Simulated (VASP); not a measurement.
# Se (P6_3/mmc) in VASP: a series of runs

Runs on Se. Level: PBE. Tasks: relaxation of cell and atoms.

Everything below comes from runs of VASP 6.6.1. Logs are shortened: lines on timing, memory, paths and dates and some standing lists are left out, and cuts for length are marked.

### Step 1. The cell of the first run

It takes space group P6_3/mmc (No. 194, hexagonal). The conventional cell has a = 3.100 Å, b = 3.100 Å, c = 5.062 Å, α = 90.00°, β = 90.00°, γ = 120.00°. Within 4.1 Å of Se (site symmetry -6m2) lie 12 Se at 3.10 Å.

### Step 2. Relaxation of cell and atoms, PBE, target pressure 20 GPa, at which the enthalpy is minimised

INCAR reads:

```
SYSTEM = Se
ALGO = Normal
EDIFF = 1E-6
EDIFFG = -0.03
ENCUT = 600
GGA = PE
IBRION = 2
ISIF = 3
ISMEAR = -1
LASPH = .TRUE.
LCHARG = .FALSE.
LREAL = .FALSE.
LWAVE = .FALSE.
NELM = 100
NSW = 80
PREC = Accurate
PSTRESS = 200.0
SIGMA = 0.01
```

KPOINTS reads:

```
k-points
0
G
  6 6 4
  0 0 0
```

POSCAR reads:

```
Se
1.0
    3.1000000000      0.0000000000      0.0000000000
   -1.5500000000      2.6846787517      0.0000000000
    0.0000000000      0.0000000000      5.0623000000
Se
2
Direct
    0.3333333333      0.6666666667      0.2500000000
    0.6666666667      0.3333333333      0.7500000000
```

Potentials or basis: VASP PAW PBE potentials, release 64 (Se).

Command:

```
$ cat potpaw_PBE.64/Se/POTCAR > POTCAR
$ mpirun -np 1 vasp_std > vasp.out
```

OUTCAR:

```text
SYSTEM = Se
   EDIFF = 1E-6
   EDIFFG = -0.03
   ENCUT = 600
   GGA = PE
   IBRION = 2
   ISIF = 3
   ISMEAR = -1
   LASPH = .TRUE.
   LREAL = .FALSE.
   NELM = 100
   NSW = 80
   PREC = Accurate
   PSTRESS = 200.0

 ion  position               nearest neighbor table
   1  0.333  0.667  0.250-
   2  0.667  0.333  0.750-

  LATTYP: Found a hexagonal cell.
 ALAT       =     3.1000000000
 C/A-ratio  =     1.6330000000

  Lattice vectors:

 A1 = (   3.1000000000,   0.0000000000,   0.0000000000)
 A2 = (  -1.5500000000,   2.6846787517,   0.0000000000)
 A3 = (   0.0000000000,   0.0000000000,   5.0623000000)

Analysis of symmetry for initial positions (statically):
=====================================================================
 Subroutine PRICEL returns:
 Original cell was already a primitive cell.

 Routine SETGRP: Setting up the symmetry group for a
 hexagonal supercell.

 Subroutine GETGRP returns: Found 24 space group operations
 (whereof 12 operations were pure point group operations)
 out of a pool of 24 trial point group operations.

The static configuration has the point symmetry D_3d.
 The point group associated with its full space group is D_6h.

Analysis of symmetry for dynamics (positions and initial velocities):
=====================================================================
 Subroutine PRICEL returns:
 Original cell was already a primitive cell.

 Routine SETGRP: Setting up the symmetry group for a
 hexagonal supercell.

 Subroutine GETGRP returns: Found 24 space group operations
 (whereof 12 operations were pure point group operations)
 out of a pool of 24 trial point group operations.

The dynamic configuration has the point symmetry D_3d.
 The point group associated with its full space group is D_6h.

 Subroutine INISYM returns: Found 24 space group operations
 (whereof 12 operations are pure point group operations),
 and found     1 'primitive' translations

----------------------------------------------------------------------------------------

                                     Primitive cell

  volume of cell :      42.1310

  direct lattice vectors                    reciprocal lattice vectors
     3.100000000  0.000000000  0.000000000     0.322580645  0.186242022  0.000000000
    -1.550000000  2.684678752  0.000000000     0.000000000  0.372484045  0.000000000
[... 97 lines left out ...]
   EFERMI_NEDOS =   21; number of points for ismear=-14 and -15
   IALGO  =     38    algorithm
   IMIX   =      4    mixing-type and parameters
     AMIX     =   0.40;   BMIX     =  1.00
     AMIX_MAG =   1.60;   BMIX_MAG =  1.00
  volume/ion in A,a.u.               =      21.07       142.16
  Fermi-wavevector in a.u.,A,eV,Ry     =   1.077130  2.035480 15.785590  1.160208
  Thomas-Fermi vector in A             =   2.213033
   LORBIT       =      0    0 simple, 1 ext, 2 COOP (PROOUT), +10 PAW based schemes
   GGA     = PE    functional components
   LHFCALC =     F    Hartree Fock is set to
   AEXX    =    0.0000 exact exchange contribution
   IVDW    =     0    specifies the selected vdW correction
   LEPSILON=     F    determine dielectric tensor
   LRPA    =     F    only Hartree local field effects (RPA)
 conjugate gradient relaxation of ions
 non-spin polarized calculation
  energy-cutoff  :      600.00
  volume of cell :       42.13
 maximum number of plane-waves:      1420
 NGX is ok and might be reduce to    28
   NGX = 13   NGY = 13   NGZ = 21

--------------------------------------- Ionic step        1  -------------------------------------------

 number of electron      11.9999999 magnetization

 Free energy of the ion-electron system (eV)
  ---------------------------------------------------
  ext. energy  EPLUGINS =         0.00000000
  ---------------------------------------------------
  free energy    TOTEN  =        -5.50782741 eV

  energy without entropy =       -5.50588493  energy(sigma->0) =       -5.50685617

------------------------ aborting loop because EDIFF is reached ----------------------------------------

  FORCE on cell =-STRESS in cart. coord.  units (eV):
  Direction    XX          YY          ZZ          XY          YZ          ZX
  --------------------------------------------------------------------------------------
  -------------------------------------------------------------------------------------
  Total        0.4000992      0.4000992     -2.0190406      0.0000000      0.0000000      0.0000000
  in kB       15.2151532     15.2151532    -76.7809950      0.0000000      0.0000000      0.0000000
  external PRESSURE =    -215.4502296 kB  Pullay stress =     200.0000000 kB
[... 25 lines left out ...]
--------------------------------------- Ionic step        2  -------------------------------------------

 number of electron      12.0000000 magnetization

 E-fermi :  11.8494     XC(G=0): -12.5538

 val. band max:       11.7799077109   @ k =   0.1667   0.0000   0.0000
 cond. band min:      11.8666896747   @ k =   0.3333   0.0000   0.5000
 fundamental gap:      0.0867819638
 Fermi energy:        11.8494147632

 k-point     1 :       0.0000    0.0000    0.0000
  band No.  band energies     occupation
      1      -9.3436      2.00000
      2      -2.2782      2.00000
      3       0.8115      2.00000
      4      13.5205      0.00000
      5      13.5205      0.00000
      6      16.1446      0.00000
      7      16.1446      0.00000
      8      18.3535      0.00000
      9      20.0354      0.00000
     10      23.2554      0.00000
[... 329 lines left out ...]
  energy  without entropy=       -5.2072086261  energy(sigma->0) =       -5.20822617

  enthalpy is  TOTEN    =        -0.9579646229 eV   P V=        4.2512790948

[... ionic steps 4 to 16 ...]

--------------------------------------- Ionic step       17  -------------------------------------------

 number of electron      12.0000000 magnetization

------------------------ aborting loop because EDIFF is reached ----------------------------------------
[... 71 lines left out ...]
--------------------------------------- Ionic step       19  -------------------------------------------

 number of electron      12.0000000 magnetization

 Free energy of the ion-electron system (eV)
  ---------------------------------------------------
  ext. energy  EPLUGINS =         0.00000000
  ---------------------------------------------------
  free energy    TOTEN  =        -5.80361377 eV

  energy without entropy =       -5.80361270  energy(sigma->0) =       -5.80361324

 E-fermi :   7.5717     XC(G=0): -11.1784

 val. band max:        7.4859576771   @ k =   0.0000   0.0000   0.5000
 cond. band min:       7.6652418034   @ k =   0.0000   0.0000   0.5000
 fundamental gap:      0.1792841263
 Fermi energy:         7.5716877777

 k-point     1 :       0.0000    0.0000    0.0000
  band No.  band energies     occupation
      1     -10.4116      2.00000
      2      -2.8305      2.00000
      3       0.5164      2.00000
      4       5.9574      2.00000
      5       5.9574      2.00000
      6       9.2243      0.00000
      7       9.2243      0.00000
      8      11.8190      0.00000
      9      12.6161      0.00000
     10      16.2063      0.00000
[... 291 lines left out ...]
  energy  without entropy=       -5.8036127049  energy(sigma->0) =       -5.80361324

  enthalpy is  TOTEN    =        -1.3991571405 eV   P V=        4.4044566299

 reached required accuracy - stopping structural energy minimisation
```

OSZICAR:

```text
N       E                     dE             d eps       ncg     rms          rms(c)
DAV:   1     0.532048415205E+02    0.53205E+02   -0.56998E+03   420   0.114E+03
DAV:   2    -0.333002739094E+01   -0.56535E+02   -0.55361E+02   654   0.159E+02
DAV:   3    -0.549848650694E+01   -0.21685E+01   -0.21390E+01   482   0.364E+01
DAV:   4    -0.551275322102E+01   -0.14267E-01   -0.14261E-01   486   0.318E+00
[... 143 lines left out ...]
       N       E                     dE             d eps       ncg     rms          rms(c)
DAV:   1    -0.580372190452E+01   -0.73405E-02   -0.45391E-03   436   0.465E-01    0.499E-02
DAV:   2    -0.580364713984E+01    0.74765E-04   -0.11860E-04   432   0.849E-02    0.268E-02
DAV:   3    -0.580361364759E+01    0.33492E-04   -0.93127E-05   428   0.622E-02    0.744E-03
DAV:   4    -0.580361377042E+01   -0.12282E-06   -0.10187E-06   308   0.903E-03
  19 F= -.13991571E+01 E0= -.13991566E+01  d E =-.143547E-03
```

Run time: 1.9 min. Hardware: 1 thread of Intel Xeon Platinum 8259CL at 2.50GHz (Skylake/Cascade Lake), shared host; peak memory 0.19 GiB.

What came out:

| Item | Value |
| --- | --- |
| Free energy | -5.8036 eV |
| Relaxed volume | 17.64 Å³/atom |
| Relaxed cell | a = 3.253 Å, b = 3.253 Å, c = 3.851 Å, α = 90.00°, β = 90.00°, γ = 120.00° |
| Space group after relaxing (to 0.05 Å) | P6_3/mmc (No. 194) |
| Energy change on relaxing (the enthalpy is what falls) | -147.9 meV/atom |
| Ionic steps | 19 |
| Pressure after relaxing | 20.0 GPa |
| Band gap on the k mesh | zero (band 6 reaches 9.22 eV, above the bottom of band 7 at 5.27 eV) |

Step by step:
| step | energy change (eV) | largest force (eV/Å) | pressure (GPa) | volume (Å³) |
| --- | --- | --- | --- | --- |
| 1 | 0.0000 | 0.0000 | -1.55 | 42.13 |
| 2 | 2.0672 | 0.0000 | 72.31 | 27.07 |
| 3 | 0.2986 | 0.0000 | 18.74 | 34.06 |
| 4 | 0.3386 | 0.0000 | 20.21 | 33.71 |
| 5 | 0.3578 | 0.0000 | 20.86 | 33.56 |
| 6 | 0.3245 | 0.0000 | 21.50 | 33.65 |
| 7 | -0.0413 | 0.0000 | 21.52 | 33.76 |
| 8 | 0.2699 | 0.0000 | 36.81 | 33.07 |
| 9 | -0.0419 | 0.0000 | 24.34 | 33.70 |
| 10 | -0.0382 | 0.0000 | 27.51 | 33.55 |
| 11 | -0.1155 | 0.0000 | 25.90 | 34.03 |
| 12 | -0.2083 | 0.0000 | 23.25 | 34.73 |
| 13 | -0.1829 | 0.0000 | 23.94 | 34.52 |
| 14 | -0.2165 | 0.0000 | 22.95 | 34.72 |
| 15 | -0.3002 | 0.0000 | 19.57 | 35.33 |
| 16 | -0.2838 | 0.0000 | 20.35 | 35.19 |
| 17 | -0.2855 | 0.0000 | 20.26 | 35.20 |
| 18 | -0.2886 | 0.0000 | 20.18 | 35.23 |
| 19 | -0.2958 | 0.0000 | 19.99 | 35.28 |

Final structure:
```xyz
2
Lattice="3.2526 0.0000 0.0000 -1.6263 2.8169 0.0000 0.0000 0.0000 3.8510" Properties=species:S:1:pos:R:3 pbc="T T T"
Se    0.0000    1.8779    0.9628
Se    1.6263    0.9390    2.8883
```

Caveat: the k points lie up to 0.41 Å⁻¹ apart in the final cell; the cell is relaxed towards a set pressure, so the enthalpy falls and the energy may rise; the volume moved by over 15 % at a fixed basis, so the end points are rough.

### Step 3. Relaxation of cell and atoms, PBE, target pressure 40 GPa, at which the enthalpy is minimised

INCAR reads:

```
PREC = Accurate ; ENCUT = 600
EDIFF = 1E-6 ; ISMEAR = -1
SIGMA = 0.01 ; LREAL = F
LASPH = T ; NELM = 80
ALGO = Normal ; ISIF = 3
LWAVE = F ; LCHARG = F
GGA = PE ; IBRION = 2
NSW = 80 ; EDIFFG = -0.03
PSTRESS = 400.0
```

KPOINTS reads:

```
Automatic mesh
0
Gamma
  6 6 4
```

POSCAR is that of step 2.

Potentials or basis: VASP PAW PBE potentials, release 64 (Se).

Command:

```
$ cat potpaw_PBE.64/Se/POTCAR > POTCAR
$ mpirun -np 1 vasp_std > vasp.out
```

It took 2.1 min on 1 thread of Intel Xeon Platinum 8259CL at 2.50GHz (Skylake/Cascade Lake), shared host; peak memory 0.19 GiB.

It converged, with:

```
Free energy                                            : -4.9915 eV
Relaxed volume                                         : 15.39 Å³/atom
Relaxed cell                                           : a = 2.974 Å, b = 2.974 Å, c = 4.019 Å, α = 90.00°, β = 90.00°, γ = 120.00°
Space group after relaxing (to 0.05 Å)                 : P6_3/mmc (No. 194)
Energy change on relaxing (the enthalpy is what falls) : +258.2 meV/atom
Ionic steps                                            : 19
Pressure after relaxing                                : 40.1 GPa
Band gap on the k mesh                                 : zero (band 6 reaches 12.40 eV, above the bottom of band 7 at 6.29 eV)
```

Stress tensor (GPa, compression positive):
```
40.06  0.00  0.00
 0.00 40.06  0.00
 0.00  0.00 40.14
```

The path:
```tsv
step	energy change (eV)	largest force (eV/Å)	pressure (GPa)	volume (Å³)
1	0.0000	0.0000	-1.55	42.13
2	15.0970	0.0000	451.03	16.79
3	0.5864	0.0000	28.36	32.17
4	0.7737	0.0000	34.13	31.19
5	1.0044	0.0000	41.15	30.19
6	0.9516	0.0000	39.52	30.40
7	0.9186	0.0000	40.07	30.37
8	0.7928	0.0000	49.39	29.95
9	0.6844	0.0000	43.52	30.20
10	0.6962	0.0000	45.61	30.11
11	0.6877	0.0000	45.18	30.13
12	0.2472	0.0000	32.82	32.06
13	0.5488	0.0000	41.22	30.66
14	0.5366	0.0000	40.81	30.70
15	0.5249	0.0000	40.45	30.75
16	0.5286	0.0000	40.56	30.74
17	0.5201	0.0000	40.38	30.76
18	0.5148	0.0000	38.92	30.83
19	0.5163	0.0000	40.09	30.77
```

Final structure:
```
Se
1.0
     2.97361    0.00000    0.00000
    -1.48681    2.57522    0.00000
     0.00000    0.00000    4.01862
Se
2
Direct
  0.33333 0.66667 0.25000
  0.66667 0.33333 0.75000
```

Levels at points of the mesh, in eV from the Fermi level:
| k point | band 2 | band 3 | band 4 | band 5 | band 6 | band 7 | band 8 | band 9 | band 10 |
| --- | --- | --- | --- | --- | --- | --- | --- | --- | --- |
| (0.00, 0.00, 0.00) | -11.65 | -8.80 | 0.07 | 0.07 | 3.02 | 3.02 | 6.05 | 6.41 | 10.38 |
| (0.50, 0.00, 0.00) | -13.09 | -6.23 | -4.87 | -3.67 | -3.15 | -1.88 | 3.10 | 3.28 | 9.41 |
| (0.00, 0.00, 0.50) | -16.99 | -0.18 | -0.18 | 1.59 | 1.59 | 1.59 | 1.59 | 8.80 | 8.80 |
| (0.50, 0.00, 0.50) | -13.63 | -8.86 | -8.86 | -0.98 | -0.98 | 1.46 | 1.46 | 7.59 | 7.59 |

Caveat: the k points lie up to 0.41 Å⁻¹ apart in the final cell; the cell is relaxed towards a set pressure, so the enthalpy falls and the energy may rise; the volume moved by over 15 % at a fixed basis, so the end points are rough.

### Step 4. Relaxation of cell and atoms, PBE, target pressure 60 GPa, at which the enthalpy is minimised

INCAR: that of step 3 with these lines changed.

```diff
@@ -8,2 +8,2 @@
 NSW = 80 ; EDIFFG = -0.03
-PSTRESS = 400.0
+PSTRESS = 600.0
```

KPOINTS is that of step 3.

POSCAR is that of step 3.

Command:

```
$ cat potpaw_PBE.64/Se/POTCAR > POTCAR
$ mpirun -np 1 vasp_std > vasp.out
```

Wall time 2.6 min (1 thread of Intel Xeon Platinum 8259CL at 2.50GHz (Skylake/Cascade Lake), shared host); peak memory 0.2 GiB.

The run converged. Its results:

```yaml
Free_energy: -4.2940 eV
Relaxed_volume: 14.26 Å³/atom
Relaxed_cell: a = 2.889 Å, b = 2.889 Å, c = 3.945 Å, α = 90.00°, β = 90.00°, γ = 120.00°
Space_group_after_relaxing_to_0.05_Å: P6_3/mmc (No. 194)
Energy_change_on_relaxing_the_enthalpy_is_what_falls: +606.9 meV/atom
Ionic_steps: 20
Pressure_after_relaxing: 60.0 GPa
Band_gap_on_the_k_mesh: zero (band 6 reaches 14.00 eV, above the bottom of band 7 at 7.19 eV)
```

Step by step:
```
step  energy change (eV)  largest force (eV/Å)  pressure (GPa)  volume (Å³)
   1              0.0000                0.0000           -1.55        42.13
   2             67.8080                0.0000         2634.17         9.52
   3              0.0544                0.0000            7.13        37.58
   4              0.2663                0.0000           16.49        34.57
   5              2.2743                0.0000           77.62        26.66
   6              1.5589                0.0000           57.11        28.38
   7              1.6664                0.0000           60.23        28.09
   8              1.7591                0.0000           62.91        27.84
   9              1.7511                0.0000           63.37        27.82
  10              1.5976                0.0000           70.98        27.58
  11              1.5874                0.0000           67.59        27.71
  12              1.5813                0.0000           70.34        27.61
  13              1.3133                0.0000           63.16        28.27
  14              1.2915                0.0000           62.60        28.33
  15              1.2995                0.0000           62.81        28.31
  16              1.2649                0.0000           61.72        28.39
  17              1.1821                0.0000           58.58        28.61
  18              1.2236                0.0000           60.38        28.49
  19              1.2090                0.0000           59.78        28.53
  20              1.2139                0.0000           59.99        28.51
```

Final structure:
```
CELL_PARAMETERS angstrom
2.88889 0.00000 0.00000
-1.44445 2.50185 0.00000
0.00000 0.00000 3.94509
ATOMIC_POSITIONS crystal
Se 0.33333 0.66667 0.25000
Se 0.66667 0.33333 0.75000
```

Levels at points of the mesh, in eV from the Fermi level:
| k point | band 2 | band 3 | band 4 | band 5 | band 6 | band 7 | band 8 | band 9 | band 10 |
| --- | --- | --- | --- | --- | --- | --- | --- | --- | --- |
| (0.00, 0.00, 0.00) | -12.13 | -9.81 | 0.08 | 0.08 | 3.21 | 3.21 | 6.13 | 6.95 | 10.42 |
| (0.50, 0.00, 0.00) | -13.74 | -6.67 | -5.53 | -4.25 | -3.51 | -2.41 | 2.76 | 3.24 | 9.35 |
| (0.00, 0.00, 0.50) | -18.04 | -0.25 | -0.25 | 1.72 | 1.72 | 1.72 | 1.72 | 8.78 | 8.78 |
| (0.50, 0.00, 0.50) | -14.16 | -9.83 | -9.83 | -1.21 | -1.21 | 1.38 | 1.38 | 7.32 | 7.32 |

Caveat: the k points lie up to 0.42 Å⁻¹ apart in the final cell; the cell is relaxed towards a set pressure, so the enthalpy falls and the energy may rise; the volume moved by over 15 % at a fixed basis, so the end points are rough.

### Step 5. Summary

| cell | gap on the mesh (eV) | pressure (GPa) |
| --- | --- | --- |
| relaxed to 20 GPa | none | 20.0 |
| relaxed to 40 GPa | none | 40.1 |
| relaxed to 60 GPa | none | 60.0 |

Alike in all rows: task relaxation of cell and atoms; level PBE; potentials or basis VASP PAW PBE potentials, release 64 (Se); no spin polarisation; k mesh 6 × 6 × 4; cutoff (eV) 600; smearing fermi-dirac 0.01 eV.

Caveats: all runs use coarse meshes; the cell is relaxed towards a set pressure, so the enthalpy falls and the energy may rise; the volume moved by over 15 % at a fixed basis, so the end points are rough.

Total energies depend on the potentials used, so only differences within one code and one set of settings carry meaning.
